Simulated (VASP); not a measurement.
# Pb (Fm-3m) in VASP: further runs

The runs below take Pb through single point, with PBE.

All numbers are computed with VASP 6.6.1; they aren't measurements. Logs are shortened: lines on timing, memory, paths and dates and some standing lists are left out, and cuts for length are marked.

## 1. The cell of the first run

The structure is cubic, space group Fm-3m (No. 225). The conventional cell has a = 5.042 Å, b = 5.042 Å, c = 5.042 Å, α = 90.00°, β = 90.00°, γ = 90.00°. Within 4.7 Å of Pb (site symmetry m-3m) lie 12 Pb at 3.57 Å.

## 2. Single point, PBE

INCAR reads:

```
PREC = Accurate
ENCUT = 520
EDIFF = 1E-6
ISMEAR = 0
SIGMA = 0.1
LREAL = F
LASPH = T
NELM = 60
ALGO = Normal
ISIF = 2
LWAVE = F
LCHARG = F
GGA = PE
NBANDS = 13
```

KPOINTS reads:

```
Automatic mesh
0
Gamma
  14 14 14
```

POSCAR reads:

```
Pb
1.0
    0.0000000000      2.5209979027      2.5209979027
    2.5209979027      0.0000000000      2.5209979027
    2.5209979027      2.5209979027      0.0000000000
Pb
1
Direct
    0.0000000000      0.0000000000      0.0000000000
```

Potentials or basis: VASP PAW PBE potentials, release 64 (Pb_d).

Started as:

```
$ cat potpaw_PBE.64/Pb_d/POTCAR > POTCAR
$ mpirun -np 1 vasp_std > vasp.out
```

OUTCAR:

```text
PREC = Accurate
   ENCUT = 520
   EDIFF = 1E-6
   ISMEAR = 0
   LREAL = F
   LASPH = T
   NELM = 60
   ISIF = 2
   GGA = PE

 ion  position               nearest neighbor table
   1  0.000  0.000  0.000-

  LATTYP: Found a face centered cubic cell.
 ALAT       =     5.0419958054

  Lattice vectors:

 A1 = (   0.0000000000,   2.5209979027,   2.5209979027)
 A2 = (   2.5209979027,   0.0000000000,   2.5209979027)
 A3 = (   2.5209979027,   2.5209979027,   0.0000000000)

Analysis of symmetry for initial positions (statically):
[... 33 lines left out ...]
                                     Primitive cell

  volume of cell :      32.0441

  direct lattice vectors                    reciprocal lattice vectors
     0.000000000  2.520997903  2.520997903    -0.198334159  0.198334159  0.198334159
     2.520997903  0.000000000  2.520997903     0.198334159 -0.198334159  0.198334159
     2.520997903  2.520997903  0.000000000     0.198334159  0.198334159 -0.198334159

  length of vectors
     3.565229425  3.565229425  3.565229425     0.343524841  0.343524841  0.343524841

  position of ions in fractional coordinates (direct lattice)
     0.000000000  0.000000000  0.000000000

  ion indices of the primitive-cell ions
   primitive index   ion index
                 1           1

----------------------------------------------------------------------------------------

 KPOINTS: Automatic mesh

Automatic generation of k-mesh.
 Grid dimensions read from file:
 generate k-points for:   14   14   14

 Generating k-lattice:

  Cartesian coordinates                     Fractional coordinates (reciprocal lattice)
    -0.014166726  0.014166726  0.014166726     0.071428571  0.000000000  0.000000000
     0.014166726 -0.014166726  0.014166726     0.000000000  0.071428571  0.000000000
     0.014166726  0.014166726 -0.014166726     0.000000000  0.000000000  0.071428571

  Length of vectors
     0.024537489  0.024537489  0.024537489

  Shift w.r.t. Gamma in fractional coordinates (k-lattice)
     0.000000000  0.000000000  0.000000000

 Subroutine IBZKPT returns following result:
 ===========================================

 Found    104 irreducible k-points:

 Following reciprocal coordinates:
            Coordinates               Weight
  0.000000  0.000000  0.000000      1.000000
[... 43 lines left out ...]
   LREAL  =      F    real-space projection
   EDIFFG = 0.1E-04   stopping-criterion for IOM
   NSW    =      0    number of steps for IOM
   IBRION =     -1    ionic relax: 0-MD 1-quasi-New 2-CG
   NFREE  =      0    steps in history (QN), initial steepest desc. (CG)
   ISIF   =      2    stress and relaxation
   ISYM   =      2    0-nonsym 1-usesym 2-fastsym
   POTIM  = 0.5000    time-step for ionic-motion
   TEBEG  =    0.0;   TEEND  =   0.0 temperature during run
   PSTRESS=    0.0 pullay stress
   NELECT =      14.0000    total number of electrons
   NUPDOWN=      -1.0000    fix difference up-down
   EMIN   =  10.00;   EMAX   =-10.00  energy-range for DOS
   EFERMI =   0.00;   METHOD = LEGACY
   ISMEAR =     0;   SIGMA  =   0.10  broadening in eV -4-tet -1-fermi 0-gaus
   EFERMI_NEDOS =   21; number of points for ismear=-14 and -15
   IALGO  =     38    algorithm
   IMIX   =      4    mixing-type and parameters
     AMIX     =   0.40;   BMIX     =  1.00
     AMIX_MAG =   1.60;   BMIX_MAG =  1.00
  volume/ion in A,a.u.               =      32.04       216.24
  Fermi-wavevector in a.u.,A,eV,Ry     =   1.242229  2.347473 20.995600  1.543133
  Thomas-Fermi vector in A             =   2.376593
   LORBIT       =      0    0 simple, 1 ext, 2 COOP (PROOUT), +10 PAW based schemes
   GGA     = PE    functional components
   LHFCALC =     F    Hartree Fock is set to
   AEXX    =    0.0000 exact exchange contribution
   IVDW    =     0    specifies the selected vdW correction
   LEPSILON=     F    determine dielectric tensor
   LRPA    =     F    only Hartree local field effects (RPA)
 non-spin polarized calculation
 Gauss-broadening in eV      SIGMA  =   0.10
  energy-cutoff  :      520.00
  volume of cell :       32.04
 maximum number of plane-waves:       886
   NGX = 13   NGY = 13   NGZ = 13

 number of electron      14.0000003 magnetization

 Free energy of the ion-electron system (eV)
  ---------------------------------------------------
  ext. energy  EPLUGINS =         0.00000000
  ---------------------------------------------------
  free energy    TOTEN  =        -3.56888393 eV

  energy without entropy =       -3.56660363  energy(sigma->0) =       -3.56774378

 E-fermi :   6.6852     XC(G=0):  -9.9226

 val. band max:        6.6776759282   @ k =   0.3571   0.2857   0.0000
 cond. band min:       6.7338778539   @ k =  -0.2857   0.2857   0.0714
 fundamental gap:      0.0562019257
 Fermi energy:         6.6851880010

 k-point     1 :       0.0000    0.0000    0.0000
  band No.  band energies     occupation
      1     -10.3574      2.00000
      2     -10.3574      2.00000
      3     -10.3574      2.00000
      4     -10.2395      2.00000
      5     -10.2395      2.00000
      6      -4.7129      2.00000
      7      13.6676      0.00000
      8      13.6676      0.00000
      9      13.6676      0.00000
     10      16.4023      0.00000
     11      17.3205      0.00000
     12      18.7662      0.00000
     13      18.7662      0.00000
[... 354 lines left out ...]
  band No.  band energies     occupation
      1     -10.3905      2.00000
      2     -10.3076      2.00000
      3     -10.2842      2.00000
      4     -10.2478      2.00000
      5     -10.1803      2.00000
      6      -3.3699      2.00000
      7       7.7931      0.00000
      8      11.1747      0.00000
      9      11.3576      0.00000
     10      14.9658      0.00000
     11      16.4623      0.00000
     12      19.8666      0.00000
     13      20.7630      0.00000

 [... further k-points ...]

------------------------ aborting loop because EDIFF is reached ----------------------------------------

  FORCE on cell =-STRESS in cart. coord.  units (eV):
  Direction    XX          YY          ZZ          XY          YZ          ZX
  --------------------------------------------------------------------------------------
  -------------------------------------------------------------------------------------
  Total       -0.0145605     -0.0145605     -0.0145605     -0.0000000      0.0000000      0.0000000
  in kB       -0.7280158     -0.7280158     -0.7280158     -0.0000000      0.0000000      0.0000000
  external PRESSURE =      -0.7280158 kB  Pullay stress =       0.0000000 kB

 VOLUME and BASIS-vectors are now :
 -----------------------------------------------------------------------------
  energy-cutoff  :      520.00
  volume of cell :       32.04
      direct lattice vectors                 reciprocal lattice vectors
     0.000000000  2.520997903  2.520997903    -0.198334159  0.198334159  0.198334159
     2.520997903  0.000000000  2.520997903     0.198334159 -0.198334159  0.198334159
     2.520997903  2.520997903  0.000000000     0.198334159  0.198334159 -0.198334159

 POSITION                                       TOTAL-FORCE (eV/Angst)
 -----------------------------------------------------------------------------------
      0.00000      0.00000      0.00000         0.000000     -0.000000      0.000000
 -----------------------------------------------------------------------------------
    total drift:                               -0.000000     -0.000000     -0.000000

  FREE ENERGIE OF THE ION-ELECTRON SYSTEM (eV)
  ---------------------------------------------------
  free  energy   TOTEN  =        -3.5688839268 eV

  energy  without entropy=       -3.5666036338  energy(sigma->0) =       -3.56774378
```

It took 31 s on 1 thread of Intel Xeon Platinum 8259CL at 2.50GHz (Skylake/Cascade Lake), shared host; peak memory 0.18 GiB.

Results:

```
Free energy            : -3.5689 eV
Pressure               : -0.1 GPa
Band gap on the k mesh : zero (band 7 reaches 13.67 eV, above the bottom of band 8 at 5.23 eV)
```

Levels at points of the mesh, in eV from the Fermi level:
```
           k point  band 4  band 5  band 6  band 7  band 8  band 9  band 10  band 11
(0.00, 0.00, 0.00)  -16.92  -16.92  -11.40    6.98    6.98    6.98     9.72    10.64
(0.50, 0.00, 0.00)  -16.81  -16.81   -8.09   -3.94    5.27    5.27     8.98     9.19
(0.50, 0.50, 0.00)  -16.78  -16.78   -6.80   -3.06    1.98    1.98     5.22     6.47
```

Caveat: spin-orbit coupling is left out, which moves the levels of the heavy elements.

## 3. Single point, PBE (volume scaled by 0.94)

INCAR reads:

```
SYSTEM = Pb
PREC = Accurate ; ENCUT = 520
EDIFF = 1E-6 ; ISMEAR = 0
SIGMA = 0.1 ; LREAL = .FALSE.
LASPH = .TRUE. ; NELM = 100
ALGO = Fast ; ISIF = 2
LWAVE = .FALSE. ; LCHARG = .TRUE.
GGA = PE ; LELF = .TRUE.
LVHAR = .TRUE. ; NBANDS = 13
```

KPOINTS reads:

```
regular mesh
0
G
  14 14 14
  0 0 0
```

POSCAR reads:

```
Pb
1.0
    0.0000000000      2.4695345256      2.4695345256
    2.4695345256      0.0000000000      2.4695345256
    2.4695345256      2.4695345256      0.0000000000
Pb
1
Direct
    0.0000000000      0.0000000000      0.0000000000
```

Potentials or basis: VASP PAW PBE potentials, release 64 (Pb_d).

Started as:

```
$ cat potpaw_PBE.64/Pb_d/POTCAR > POTCAR
$ mpirun -np 1 vasp_std > vasp.out
```

OUTCAR:

```text
SYSTEM = Pb
   PREC = Accurate
   ENCUT = 520
   EDIFF = 1E-6
   ISMEAR = 0
   LREAL = .FALSE.
   LASPH = .TRUE.
   NELM = 100
   ISIF = 2
   GGA = PE

 ion  position               nearest neighbor table
   1  0.000  0.000  0.000-

  LATTYP: Found a face centered cubic cell.
 ALAT       =     4.9390690512

  Lattice vectors:

 A1 = (   0.0000000000,   2.4695345256,   2.4695345256)
 A2 = (   2.4695345256,   0.0000000000,   2.4695345256)
 A3 = (   2.4695345256,   2.4695345256,   0.0000000000)

Analysis of symmetry for initial positions (statically):
[... 33 lines left out ...]
                                     Primitive cell

  volume of cell :      30.1214

  direct lattice vectors                    reciprocal lattice vectors
     0.000000000  2.469534526  2.469534526    -0.202467305  0.202467305  0.202467305
     2.469534526  0.000000000  2.469534526     0.202467305 -0.202467305  0.202467305
     2.469534526  2.469534526  0.000000000     0.202467305  0.202467305 -0.202467305

  length of vectors
     3.492449219  3.492449219  3.492449219     0.350683659  0.350683659  0.350683659

  position of ions in fractional coordinates (direct lattice)
     0.000000000  0.000000000  0.000000000

  ion indices of the primitive-cell ions
[... 134 lines left out ...]
      2      -9.7210      2.00000
      3      -9.7210      2.00000
      4      -9.5782      2.00000
      5      -9.5782      2.00000
      6      -4.4428      2.00000
      7      14.8279      0.00000
      8      14.8279      0.00000
      9      14.8279      0.00000
     10      17.1243      0.00000
     11      18.7817      0.00000
     12      19.8908      0.00000
     13      19.8908      0.00000
[... 354 lines left out ...]
  band No.  band energies     occupation
      1      -9.7630      2.00000
      2      -9.6621      2.00000
      3      -9.6333      2.00000
      4      -9.5908      2.00000
      5      -9.5075      2.00000
      6      -2.9989      2.00000
      7       8.6189      0.00000
      8      12.1154      0.00000
      9      12.3704      0.00000
     10      15.8077      0.00000
     11      17.4211      0.00000
     12      21.1823      0.00000
     13      21.8144      0.00000

 [... further k-points ...]

------------------------ aborting loop because EDIFF is reached ----------------------------------------

  FORCE on cell =-STRESS in cart. coord.  units (eV):
  Direction    XX          YY          ZZ          XY          YZ          ZX
  --------------------------------------------------------------------------------------
  -------------------------------------------------------------------------------------
  Total        0.5204470      0.5204470      0.5204470      0.0000000     -0.0000000      0.0000000
  in kB       27.6829145     27.6829145     27.6829145      0.0000000     -0.0000000      0.0000000
  external PRESSURE =      27.6829145 kB  Pullay stress =       0.0000000 kB

 VOLUME and BASIS-vectors are now :
 -----------------------------------------------------------------------------
  energy-cutoff  :      520.00
  volume of cell :       30.12
      direct lattice vectors                 reciprocal lattice vectors
     0.000000000  2.469534526  2.469534526    -0.202467305  0.202467305  0.202467305
     2.469534526  0.000000000  2.469534526     0.202467305 -0.202467305  0.202467305
     2.469534526  2.469534526  0.000000000     0.202467305  0.202467305 -0.202467305

 POSITION                                       TOTAL-FORCE (eV/Angst)
 -----------------------------------------------------------------------------------
      0.00000      0.00000      0.00000         0.000000      0.000000      0.000000
 -----------------------------------------------------------------------------------
    total drift:                               -0.000000     -0.000000     -0.000000

  FREE ENERGIE OF THE ION-ELECTRON SYSTEM (eV)
  ---------------------------------------------------
  free  energy   TOTEN  =        -3.5530741236 eV

  energy  without entropy=       -3.5509699976  energy(sigma->0) =       -3.55202206
```

OSZICAR:

```text
N       E                     dE             d eps       ncg     rms          rms(c)
DAV:   1     0.106441669701E+03    0.10644E+03   -0.71711E+03  2745   0.126E+03
DAV:   2     0.156761911862E+01   -0.10487E+03   -0.10133E+03  2824   0.311E+02
DAV:   3    -0.344445415656E+01   -0.50121E+01   -0.49977E+01  3393   0.730E+01
DAV:   4    -0.355978943887E+01   -0.11534E+00   -0.11531E+00  3346   0.119E+01
DAV:   5    -0.356479046861E+01   -0.50010E-02   -0.50009E-02  3743   0.230E+00    0.532E-01
RMM:   6    -0.355527833069E+01    0.95121E-02   -0.10601E-02  3253   0.149E+00    0.268E-01
RMM:   7    -0.355298545795E+01    0.22929E-02   -0.69149E-03  3243   0.958E-01    0.872E-02
RMM:   8    -0.355302260338E+01   -0.37145E-04   -0.15739E-03  3726   0.585E-01    0.139E-02
RMM:   9    -0.355306582139E+01   -0.43218E-04   -0.46045E-04  4237   0.222E-01    0.147E-02
RMM:  10    -0.355307020493E+01   -0.43835E-05   -0.12511E-04  3545   0.188E-01    0.592E-03
RMM:  11    -0.355307329250E+01   -0.30876E-05   -0.58750E-05  4294   0.793E-02    0.240E-03
RMM:  12    -0.355307412356E+01   -0.83106E-06   -0.84123E-06  2891   0.304E-02
   1 F= -.35530741E+01 E0= -.35520221E+01  d E =-.210413E-02
```

It took 22 s on 1 thread of Intel Xeon 6975P-C (Granite Rapids), shared host; peak memory 0.18 GiB.

What came out:

* Free energy: -3.5531 eV
* Pressure: 2.8 GPa
* Band gap on the k mesh: zero (band 7 reaches 14.83 eV, above the bottom of band 8 at 5.79 eV)

Levels at points of the mesh, in eV from the Fermi level:
| k point | band 5 | band 6 | band 7 | band 8 | band 9 | band 10 |
| --- | --- | --- | --- | --- | --- | --- |
| (0.00, 0.00, 0.00) | -16.98 | -11.84 | 7.43 | 7.43 | 7.43 | 9.72 |
| (0.50, 0.00, 0.00) | -16.84 | -8.18 | -4.28 | 5.58 | 5.58 | 9.20 |
| (0.50, 0.50, 0.00) | -16.81 | -6.75 | -3.34 | 2.02 | 2.02 | 5.36 |

Caveat: spin-orbit coupling is left out, which moves the levels of the heavy elements.

## 4. Single point, PBE (volume scaled by 0.97)

INCAR reads:

```
  PREC = Accurate
  ENCUT = 520
  EDIFF = 1E-6
  ISMEAR = 0
  SIGMA = 0.1
  LREAL = False
  LASPH = True
  NELM = 60
  ALGO = Fast
  ISIF = 2
  LWAVE = False
  LCHARG = False
  GGA = PE
  NBANDS = 13
```

KPOINTS reads:

```
Automatic mesh
0
Gamma
  14 14 14
```

POSCAR reads:

```
Pb
1.0
    0.0000000000      2.4955315363      2.4955315363
    2.4955315363      0.0000000000      2.4955315363
    2.4955315363      2.4955315363      0.0000000000
Pb
1
Direct
    0.0000000000      0.0000000000      0.0000000000
```

Started as:

```
$ cat potpaw_PBE.64/Pb_d/POTCAR > POTCAR
$ mpirun -np 1 vasp_std > vasp.out
```

Run time: 20 s. Hardware: 1 thread of Intel Xeon 6975P-C (Granite Rapids), shared host; peak memory 0.17 GiB.

It converged, with:

```
Free energy            : -3.5652 eV
Pressure               : 1.2 GPa
Band gap on the k mesh : zero (band 7 reaches 14.23 eV, above the bottom of band 8 at 5.50 eV)
```

Levels at points of the mesh, in eV from the Fermi level:
```
           k point  band 4  band 5  band 6  band 7  band 8  band 9  band 10  band 11
(0.00, 0.00, 0.00)  -16.95  -16.95  -11.61    7.20    7.20    7.20     9.72    11.00
(0.50, 0.00, 0.00)  -16.82  -16.82   -8.13   -4.11    5.42    5.42     9.20     9.22
(0.50, 0.50, 0.00)  -16.79  -16.79   -6.78   -3.20    2.00    2.00     5.28     6.55
```

Caveat: spin-orbit coupling is left out, which moves the levels of the heavy elements.

## 5. Single point, PBE

INCAR reads:

```
PREC = Accurate
ENCUT = 520
EDIFF = 1E-6
ISMEAR = 0
SIGMA = 0.1
LREAL = F
LASPH = T
NELM = 60
ALGO = Normal
ISIF = 2
LWAVE = F
LCHARG = F
GGA = PE
NBANDS = 13
```

KPOINTS is that of step 4.

POSCAR reads:

```
Pb
1.0
    0.0000000000      2.5209979027      2.5209979027
    2.5209979027      0.0000000000      2.5209979027
    2.5209979027      2.5209979027      0.0000000000
Pb
1
Direct
    0.0000000000      0.0000000000      0.0000000000
```

Started as:

```
$ cat potpaw_PBE.64/Pb_d/POTCAR > POTCAR
$ mpirun -np 1 vasp_std > vasp.out
```

Run time: 17 s. Hardware: 1 thread of Intel Xeon 6975P-C (Granite Rapids), shared host; peak memory 0.17 GiB.

Results (log left out):

```yaml
Free_energy: -3.5689 eV
Pressure: -0.1 GPa
Band_gap_on_the_k_mesh: zero (band 7 reaches 13.67 eV, above the bottom of band 8 at 5.23 eV)
```

Levels at points of the mesh, in eV from the Fermi level:
| k point | band 4 | band 5 | band 6 | band 7 | band 8 | band 9 | band 10 | band 11 |
| --- | --- | --- | --- | --- | --- | --- | --- | --- |
| (0.00, 0.00, 0.00) | -16.92 | -16.92 | -11.40 | 6.98 | 6.98 | 6.98 | 9.72 | 10.64 |
| (0.50, 0.00, 0.00) | -16.81 | -16.81 | -8.09 | -3.94 | 5.27 | 5.27 | 8.98 | 9.19 |
| (0.50, 0.50, 0.00) | -16.78 | -16.78 | -6.80 | -3.06 | 1.98 | 1.98 | 5.22 | 6.47 |

Caveat: spin-orbit coupling is left out, which moves the levels of the heavy elements.

## 6. Single point, PBE (volume scaled by 1.03)

INCAR reads:

```
SYSTEM = Pb
PREC = Accurate
ENCUT = 520
EDIFF = 1E-7
ISMEAR = 0
SIGMA = 0.1
LREAL = .FALSE.
LASPH = .TRUE.
NELM = 60
ALGO = Fast
ISIF = 2
LWAVE = .FALSE.
LCHARG = .FALSE.
GGA = PE
NBANDS = 13
```

KPOINTS reads:

```
Automatic mesh
0
G
  14 14 14
  0 0 0
```

POSCAR reads:

```
Pb
1.0
    0.0000000000      2.5459599014      2.5459599014
    2.5459599014      0.0000000000      2.5459599014
    2.5459599014      2.5459599014      0.0000000000
Pb
1
Direct
    0.0000000000      0.0000000000      0.0000000000
```

Potentials or basis: VASP PAW PBE potentials, release 64 (Pb_d).

Started as:

```
$ cat potpaw_PBE.64/Pb_d/POTCAR > POTCAR
$ mpirun -np 1 vasp_std > vasp.out
```

It took 24 s on 1 thread of Intel Xeon 6975P-C (Granite Rapids), shared host; peak memory 0.17 GiB.

The run converged. Its results:

```
Free energy            : -3.5655 eV
Pressure               : -1.2 GPa
Band gap on the k mesh : zero (band 7 reaches 13.13 eV, above the bottom of band 8 at 4.98 eV)
```

Levels at points of the mesh, in eV from the Fermi level:
```tsv
k point	band 4	band 5	band 6	band 7	band 8	band 9	band 10	band 11
(0.00, 0.00, 0.00)	-16.91	-16.91	-11.20	6.77	6.77	6.77	9.70	10.28
(0.50, 0.00, 0.00)	-16.80	-16.80	-8.05	-3.80	5.13	5.13	8.75	9.18
(0.50, 0.50, 0.00)	-16.78	-16.78	-6.84	-2.94	1.96	1.96	5.15	6.40
```

Caveat: spin-orbit coupling is left out, which moves the levels of the heavy elements.

## 7. Overview

```tsv
cell	gap on the mesh (eV)	pressure (GPa)
a = 3.565 Å, angles 60.0°, 1 atom	none	-0.1
a = 3.492 Å, angles 60.0°, 1 atom	none	2.8
a = 3.529 Å, angles 60.0°, 1 atom	none	1.2
a = 3.601 Å, angles 60.0°, 1 atom	none	-1.2
```

Alike in all rows: task single point; level PBE; potentials or basis VASP PAW PBE potentials, release 64 (Pb_d); no spin polarisation; k mesh 14 × 14 × 14; cutoff (eV) 520; smearing gaussian 0.1 eV.

Caveats: spin-orbit coupling is left out, which moves the levels of the heavy elements.

Total energies depend on the potentials used, so only differences within one code and one set of settings carry meaning.
